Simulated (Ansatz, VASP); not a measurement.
# Cd4SeS3: VASP beside Ansatz

```
Cd Se S
1.0
    -0.00106    0.00036    6.90654
     8.48415   -0.00445   -0.00127
    -4.24587    7.35015    0.00095
Cd Se S
8 2 6
Direct
  0.37093 0.16127 0.83709
  0.37101 0.16337 0.32585
  0.37123 0.67435 0.83758
  0.88897 0.33317 0.66693
  0.87110 0.83867 0.16295
  0.87127 0.32612 0.16243
  0.38949 0.66636 0.33261
  0.87118 0.83658 0.67460
  0.50069 0.33278 0.66718
  0.00105 0.66754 0.33315
  0.99877 0.16520 0.83409
  0.99876 0.16696 0.33161
  0.99890 0.66866 0.83463
  0.49884 0.83486 0.16583
  0.49890 0.33099 0.16532
  0.49890 0.83311 0.66815
```

Change from the starting cell: cell x1, atoms moved at random (sigma 0.15 Å) and cell strained at random (1.5 %), then relaxed without symmetry.

Alike in both runs: functional PBE; k mesh 2 × 3 × 3; occupations gaussian, width 0.1 eV; no spin polarisation.

Ansatz relaxed the structure, and its values are those at the end. VASP's run is a single point on that final structure, the one shown.

|  | VASP | Ansatz |
| --- | --- | --- |
| version | VASP 6.6.1 | Ansatz 0.2.0 |
| potentials or method | VASP PAW PBE potentials, release 64 (Cd, Se, S), cutoff 520 eV | scalar-relativistic, plane waves, PAW |
| valence electrons in the cell | 144 | 228 |

```tsv
	VASP	Ansatz	Ansatz less VASP
gap on the k mesh at the Fermi level (eV)	0.95	0.95	0.000
least direct gap on the mesh (eV)	0.95	0.95	0.000
pressure (GPa)	0.3	0.0	-0.28
```

The functional is the same, so the differences come from potentials, cutoffs and numerics. VASP's potentials hold 144 valence electrons a cell and Ansatz's 228, so a difference there can come from the potentials and not from the codes.

The k mesh is coarse, so the values compare programs but aren't converged.
